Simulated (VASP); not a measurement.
# Na (I4_1/amd) in VASP: relaxation of cell and atoms with PBE

Aim: the relaxation of cell and atoms of Na with PBE.

Program: VASP 6.6.1. These are calculated values, not measurements. Logs are shortened: lines on timing, memory, paths and dates and some standing lists are left out, and cuts for length are marked.

**1. The cell of the first run**

Symmetry: I4_1/amd, No. 141, tetragonal system. Conventional cell: a = 6.218 Å, b = 6.218 Å, c = 3.420 Å, α = 90.00°, β = 90.00°, γ = 90.00°. Within 4.2 Å of Na (site symmetry -4m2) lie 10 Na at 3.22 to 4.03 Å.

**2. Relaxation of cell and atoms, PBE, target pressure 1.4 GPa, at which the enthalpy is minimised**

The input, INCAR:

```
PREC = Accurate
ENCUT = 600
EDIFF = 1E-6
ISMEAR = -1
SIGMA = 0.08
LREAL = F
LASPH = T
NELM = 60
ALGO = Normal
ISIF = 3
LWAVE = F
LCHARG = F
GGA = PE
IBRION = 2
NSW = 60
EDIFFG = -0.005
PSTRESS = 14.0
```

The input, KPOINTS:

```
Automatic mesh
0
Gamma
  13 13 13
```

The input, POSCAR:

```
Na
1.0
   -3.1087819597      3.1087819597      1.7098300778
    3.1087819597     -3.1087819597      1.7098300778
    3.1087819597      3.1087819597     -1.7098300778
Na
2
Direct
   -0.3750000000     -0.1250000000     -0.2500000000
    0.3750000000      0.1250000000      0.2500000000
```

Potentials or basis: VASP PAW PBE potentials, release 64 (Na_pv).

Run with:

```sh
$ cat potpaw_PBE.64/Na_pv/POTCAR > POTCAR
$ mpirun -np 1 vasp_std > vasp.out
```

OUTCAR:

```text
PREC = Accurate
   ENCUT = 600
   EDIFF = 1E-6
   ISMEAR = -1
   LREAL = F
   LASPH = T
   NELM = 60
   ISIF = 3
   GGA = PE
   IBRION = 2
   NSW = 60
   EDIFFG = -0.005
   PSTRESS = 14.0

 ion  position               nearest neighbor table
   1  0.625  0.875  0.750-
   2  0.375  0.125  0.250-

  LATTYP: Found a body centered tetragonal cell.
 ALAT       =     6.2175639194
 C/A-ratio  =     0.5500000000

  Lattice vectors:

 A1 = (  -3.1087819597,   3.1087819597,   1.7098300778)
 A2 = (   3.1087819597,  -3.1087819597,   1.7098300778)
 A3 = (   3.1087819597,   3.1087819597,  -1.7098300778)

Analysis of symmetry for initial positions (statically):
=====================================================================
 Subroutine PRICEL returns:
 Original cell was already a primitive cell.

 Routine SETGRP: Setting up the symmetry group for a
 body centered tetragonal supercell.

 Subroutine GETGRP returns: Found 16 space group operations
 (whereof  4 operations were pure point group operations)
 out of a pool of 16 trial point group operations.

The static configuration has the point symmetry C_2h.
 The point group associated with its full space group is D_4h.

Analysis of symmetry for dynamics (positions and initial velocities):
=====================================================================
 Subroutine PRICEL returns:
 Original cell was already a primitive cell.

 Routine SETGRP: Setting up the symmetry group for a
 body centered tetragonal supercell.

 Subroutine GETGRP returns: Found 16 space group operations
 (whereof  4 operations were pure point group operations)
 out of a pool of 16 trial point group operations.

The dynamic configuration has the point symmetry C_2h.
 The point group associated with its full space group is D_4h.

 Subroutine INISYM returns: Found 16 space group operations
 (whereof  4 operations are pure point group operations),
 and found     1 'primitive' translations

----------------------------------------------------------------------------------------

                                     Primitive cell

  volume of cell :      66.0988

  direct lattice vectors                    reciprocal lattice vectors
    -3.108781960  3.108781960  1.709830078     0.000000000  0.160834696  0.292426719
     3.108781960 -3.108781960  1.709830078     0.160834696  0.000000000  0.292426719
     3.108781960  3.108781960 -1.709830078     0.160834696  0.160834696  0.000000000

  length of vectors
     4.717262918  4.717262918  4.717262918     0.333738199  0.333738199  0.227454608

  position of ions in fractional coordinates (direct lattice)
     0.625000000  0.875000000  0.750000000
     0.375000000  0.125000000  0.250000000

  ion indices of the primitive-cell ions
   primitive index   ion index
                 1           1
                 2           2

----------------------------------------------------------------------------------------

 KPOINTS: Automatic mesh

Automatic generation of k-mesh.
 Grid dimensions read from file:
 generate k-points for:   13   13   13

 Generating k-lattice:

  Cartesian coordinates                     Fractional coordinates (reciprocal lattice)
     0.000000000  0.012371900  0.022494363     0.076923077  0.000000000 -0.000000000
     0.012371900  0.000000000  0.022494363     0.000000000  0.076923077 -0.000000000
     0.012371900  0.012371900  0.000000000     0.000000000  0.000000000  0.076923077

  Length of vectors
     0.025672169  0.025672169  0.017496508

  Shift w.r.t. Gamma in fractional coordinates (k-lattice)
     0.000000000  0.000000000  0.000000000

 Subroutine IBZKPT returns following result:
 ===========================================

 Found    196 irreducible k-points:

 Following reciprocal coordinates:
            Coordinates               Weight
  0.000000  0.000000  0.000000      1.000000
  0.076923  0.000000  0.000000      8.000000
  0.153846  0.000000  0.000000      8.000000
  0.230769  0.000000 -0.000000      8.000000
  0.307692  0.000000  0.000000      8.000000
  0.384615  0.000000  0.000000      8.000000
[... 16 lines left out ...]
  0.384615  0.153846  0.000000     16.000000
  0.461538  0.153846  0.000000     16.000000
 [... further k-points ...]
   k-points           NKPTS =    196   k-points in BZ     NKDIM =    196   number of bands    NBANDS=     11
   number of dos      NEDOS =    301   number of ions     NIONS =      2
   total plane-waves  NPLWV =  64000
   dimension x,y,z NGX =    40 NGY =   40 NGZ =   40
   dimension x,y,z NGXF=    80 NGYF=   80 NGZF=   80
   ions per type =               2
   NGX,Y,Z   is equivalent  to a cutoff of  14.10, 14.10, 14.10 a.u.
   NGXF,Y,Z  is equivalent  to a cutoff of  28.19, 28.19, 28.19 a.u.
 SYSTEM =  unknown system
   PREC   = accura    normal or accurate (medium, high low for compatibility)
   ISTART =      0    job   : 0-new  1-cont  2-samecut
   ICHARG =      2    charge: 1-file 2-atom 10-const
   ISPIN  =      1    spin polarized calculation?
   LNONCOLLINEAR =      F non collinear calculations
   LSORBIT =      F    spin-orbit coupling
   LASPH  =      T    aspherical Exc in radial PAW
   ENCUT  =  600.0 eV  44.10 Ry    6.64 a.u.   9.42  9.42  9.42*2*pi/ulx,y,z
   NELM   =     60;   NELMIN=  2; NELMDL= -5     # of ELM steps
   EDIFF  = 0.1E-05   stopping-criterion for ELM
   LREAL  =      F    real-space projection
   EDIFFG = -.5E-02   stopping-criterion for IOM
   NSW    =     60    number of steps for IOM
   IBRION =      2    ionic relax: 0-MD 1-quasi-New 2-CG
   NFREE  =      1    steps in history (QN), initial steepest desc. (CG)
   ISIF   =      3    stress and relaxation
   ISYM   =      2    0-nonsym 1-usesym 2-fastsym
   POTIM  = 0.5000    time-step for ionic-motion
   TEBEG  =    0.0;   TEEND  =   0.0 temperature during run
   PSTRESS=   14.0 pullay stress
   NELECT =      14.0000    total number of electrons
   NUPDOWN=      -1.0000    fix difference up-down
   EMIN   =  10.00;   EMAX   =-10.00  energy-range for DOS
   EFERMI =   0.00;   METHOD = LEGACY
   ISMEAR =    -1;   SIGMA  =   0.08  broadening in eV -4-tet -1-fermi 0-gaus
   EFERMI_NEDOS =   21; number of points for ismear=-14 and -15
   IALGO  =     38    algorithm
   IMIX   =      4    mixing-type and parameters
     AMIX     =   0.40;   BMIX     =  1.00
     AMIX_MAG =   1.60;   BMIX_MAG =  1.00
  volume/ion in A,a.u.               =      33.05       223.03
  Fermi-wavevector in a.u.,A,eV,Ry     =   0.975857  1.844103 12.956796  0.952298
  Thomas-Fermi vector in A             =   2.106430
   LORBIT       =      0    0 simple, 1 ext, 2 COOP (PROOUT), +10 PAW based schemes
   GGA     = PE    functional components
   LHFCALC =     F    Hartree Fock is set to
   AEXX    =    0.0000 exact exchange contribution
   IVDW    =     0    specifies the selected vdW correction
   LEPSILON=     F    determine dielectric tensor
   LRPA    =     F    only Hartree local field effects (RPA)
 conjugate gradient relaxation of ions
 non-spin polarized calculation
  energy-cutoff  :      600.00
  volume of cell :       66.10
 maximum number of plane-waves:      2239
 NGX is ok and might be reduce to    40
   NGX = 19   NGY = 19   NGZ = 19

--------------------------------------- Ionic step        1  -------------------------------------------

 number of electron      13.9999987 magnetization

 Free energy of the ion-electron system (eV)
  ---------------------------------------------------
  ext. energy  EPLUGINS =         0.00000000
  ---------------------------------------------------
  free energy    TOTEN  =        -2.44512986 eV

  energy without entropy =       -2.42572925  energy(sigma->0) =       -2.43542955

------------------------ aborting loop because EDIFF is reached ----------------------------------------

  FORCE on cell =-STRESS in cart. coord.  units (eV):
  Direction    XX          YY          ZZ          XY          YZ          ZX
  --------------------------------------------------------------------------------------
  -------------------------------------------------------------------------------------
  Total        0.6001504      0.6001504      0.4544306      0.0000000      0.0000000      0.0000000
  in kB       14.5471263     14.5471263     11.0150050      0.0000000      0.0000000      0.0000000
  external PRESSURE =      -0.6302475 kB  Pullay stress =      14.0000000 kB
[... 175 lines left out ...]
  enthalpy is  TOTEN    =        -1.8683150011 eV   P V=        0.5746940235

--------------------------------------- Ionic step        6  -------------------------------------------

 number of electron      13.9999987 magnetization

 Free energy of the ion-electron system (eV)
  ---------------------------------------------------
  ext. energy  EPLUGINS =         0.00000000
  ---------------------------------------------------
  free energy    TOTEN  =        -2.44432116 eV

  energy without entropy =       -2.42502801  energy(sigma->0) =       -2.43467459

 E-fermi :   0.7054     XC(G=0):  -6.8135

 val. band max:        0.7052122034   @ k =   0.3846   0.3077   0.0769
 cond. band min:       0.7207986136   @ k =  -0.3846  -0.3846   0.2308
 fundamental gap:      0.0155864102
 Fermi energy:         0.7054306383

 k-point     1 :       0.0000    0.0000    0.0000
  band No.  band energies     occupation
      1     -24.3111      2.00000
      2     -24.3111      2.00000
      3     -24.2488      2.00000
      4     -24.2480      2.00000
      5     -24.2458      2.00000
      6     -24.2458      2.00000
      7      -2.8307      2.00000
      8       4.2961      0.00000
      9       4.4805      0.00000
     10       4.4805      0.00000
     11       5.7883      0.00000
[... 309 lines left out ...]
 k-point    24 :       0.4615    0.1538    0.0000
  band No.  band energies     occupation
      1     -24.3086      2.00000
      2     -24.2988      2.00000
      3     -24.2961      2.00000
      4     -24.2735      2.00000
      5     -24.2635      2.00000
      6     -24.2446      2.00000
      7       0.3429      1.97870
      8       2.5157      0.00000
      9       3.0912      0.00000
     10       4.9611      0.00000
     11       5.8124      0.00000

 [... further k-points ...]
[... 5 lines left out ...]
  --------------------------------------------------------------------------------------
  -------------------------------------------------------------------------------------
  Total        0.5765050      0.5765050      0.5854659      0.0000000      0.0000000     -0.0000000
  in kB       14.0125197     14.0125197     14.2303223      0.0000000      0.0000000     -0.0000000
  external PRESSURE =       0.0851205 kB  Pullay stress =      14.0000000 kB
[... 17 lines left out ...]
  FREE ENERGIE OF THE ION-ELECTRON SYSTEM (eV)
  ---------------------------------------------------
  free  energy   TOTEN  =        -2.4443211645 eV

  energy  without entropy=       -2.4250280149  energy(sigma->0) =       -2.43467459

  enthalpy is  TOTEN    =        -1.8683312540 eV   P V=        0.5759899105

 reached required accuracy - stopping structural energy minimisation
```

Wall time 10 min (1 thread of Oxide Virtual Turin-like, shared host); peak memory 0.29 GiB.

Results:

```
Free energy                                            : -2.4443 eV
Relaxed volume                                         : 32.96 Å³/atom
Relaxed cell                                           : a = 4.729 Å, b = 4.729 Å, c = 4.729 Å, α = 97.33°, β = 97.33°, γ = 138.14°
Space group after relaxing (to 0.05 Å)                 : I4_1/amd (No. 141)
Energy change on relaxing (the enthalpy is what falls) : +0.4 meV/atom
Ionic steps                                            : 6
Pressure after relaxing                                : 1.4 GPa
Band gap on the k mesh                                 : zero (band 7 reaches 1.98 eV, above the bottom of band 8 at -0.78 eV)
```

Step by step:
```
step  energy change (eV)  largest force (eV/Å)  pressure (GPa)  volume (Å³)
   1              0.0000                0.0000            1.34        66.10
   2              0.0008                0.0000            1.40        65.97
   3              0.0029                0.0000            1.44        65.69
   4              0.0036                0.0000            1.46        65.61
   5              0.0021                0.0000            1.43        65.77
   6              0.0008                0.0000            1.41        65.92
```

Final structure:
```yaml
crystal:
  lattice:
    - [-3.12336, 3.12336, 1.68924]
    - [3.12336, -3.12336, 1.68924]
    - [3.12336, 3.12336, -1.68924]
  atoms:
    - { symbol: Na, position: [0.62500, 0.87500, 0.75000] }
    - { symbol: Na, position: [0.37500, 0.12500, 0.25000] }
```

Caveat: the cell is relaxed towards a set pressure, so the enthalpy falls and the energy may rise.
